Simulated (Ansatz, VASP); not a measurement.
# SiC in VASP and in Ansatz

The input INCAR:

```
SYSTEM = SiC
PREC = Accurate
ENCUT = 520
EDIFF = 1E-6
ISMEAR = -1
SIGMA = 0.08
LREAL = .False.
LASPH = .True.
NELM = 80
ALGO = Normal
ISIF = 2
LWAVE = .False.
LCHARG = .False.
GGA = PS
NBANDS = 16
```

File KPOINTS:

```
regular mesh
0
Gamma
  15 15 8
  0 0 0
```

Contents of POSCAR:

```
SiC
1.0
    3.0759982064      0.0153799910      0.0153799910
   -1.5246796403      2.6562025933      0.0056294674
    0.0252400000      0.0252400000      5.0480000000
Si C
2 2
Direct
    0.3333333333      0.6666666667      0.0000000000
    0.6666666667      0.3333333333      0.5000000000
    0.3333333333      0.6666666667      0.3850000000
    0.6666666667      0.3333333333      0.8850000000
```

Input for Ansatz:

```yaml
crystal:
  lattice:
    - [3.0759982064, 0.015379991, 0.015379991]
    - [-1.5246796403, 2.6562025933, 0.0056294674]
    - [0.02524, 0.02524, 5.048]
  atoms:
    - { symbol: Si, position: [0.3333333333, 0.6666666667, 0.0] }
    - { symbol: Si, position: [0.6666666667, 0.3333333333, 0.5] }
    - { symbol: C, position: [0.3333333333, 0.6666666667, 0.385] }
    - { symbol: C, position: [0.6666666667, 0.3333333333, 0.885] }
kpoints:
  mp_grid: { grid: [15, 15, 8] }
  band_path:
    path:
      - [0.0, 0.0, 0.0]
      - [0.0, -0.5, 0.0]
      - [0.0, 0.0, 0.5]
      - [0.0, 0.0, 0.0]
      - [-0.5, 0.0, 0.0]
      - [-0.5, 0.5, -0.5]
      - [0.0, 0.0, 0.0]
      - [-0.5, 0.0, -0.5]
      - [-0.5, 0.5, 0.0]
    npoints: 5
scf:
  occupations: { method: fermi_dirac, width: 0.08 }
hamiltonian:
  xc: pbesol
  pseudopotentials: { kind: all_electron, lapw: { basis_error: 0.001 } }
output:
  forces: true
  stress: true
  eigenvalues: true
```

Change from the starting cell: equal xy, yz and zx shear strains of +1 %.

Alike in both runs: task single point; functional PBEsol; k mesh 15 × 15 × 8; occupations fermi-dirac, width 0.08 eV; no spin polarisation.

|  | VASP | Ansatz |
| --- | --- | --- |
| version | VASP 6.6.1 | Ansatz 0.2.0 |
| potentials or method | VASP PAW PBE potentials, release 64 (Si, C), cutoff 520 eV | all-electron LAPW, scalar-relativistic |

```csv
,VASP,Ansatz,Ansatz less VASP
pressure (GPa),0.6,0.2,-0.40
"traceless stress, the component that is largest in VASP (GPa)",-3.31,-3.23,+0.083
rms of the force components (eV/Å),0.441,0.438,-0.0033
```

VASP's potentials were made for PBE, not for PBEsol. Atom by atom the forces differ by 0.003 eV/Å (rms over components). Ansatz ran all-electron here, and VASP with PAW potentials.
